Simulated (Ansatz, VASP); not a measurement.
**One calculation of Co, two programs**

```
Co
1.0
     0.00000    1.76158    1.76158
     1.76158    0.00000    1.76158
     1.76158    1.76158    0.00000
Co
1
Direct
  0.00000 0.00000 0.00000
```

Alike in both runs: functional PBE; k mesh 19 × 19 × 19; occupations fermi-dirac, width 0.05 eV; collinear spin.

Ansatz relaxed the structure, and its values are those at the end. VASP's run is a single point on that final structure, the one shown.

```csv
,VASP,Ansatz
version,VASP 6.6.1,Ansatz 0.2.0
potentials or method,"VASP PAW PBE potentials, release 64 (Co)","PAW with Ansatz's default frozen-core files, scalar-relativistic"
plane-wave cutoff (eV),520,420
valence electrons in the cell,9,17
```

```csv
,VASP,Ansatz,Ansatz less VASP
pressure (GPa),-0.8,0.0,+0.78
net moment per atom (μB),1.66,1.67,+0.013
size of the moment on the site where the two differ most (μB),1.68,1.74,+0.062
```

Site moments also hang on the region over which each program counts them. VASP's potentials hold 9 valence electrons a cell and Ansatz's 17, so a difference there can come from the potentials and not from the codes.
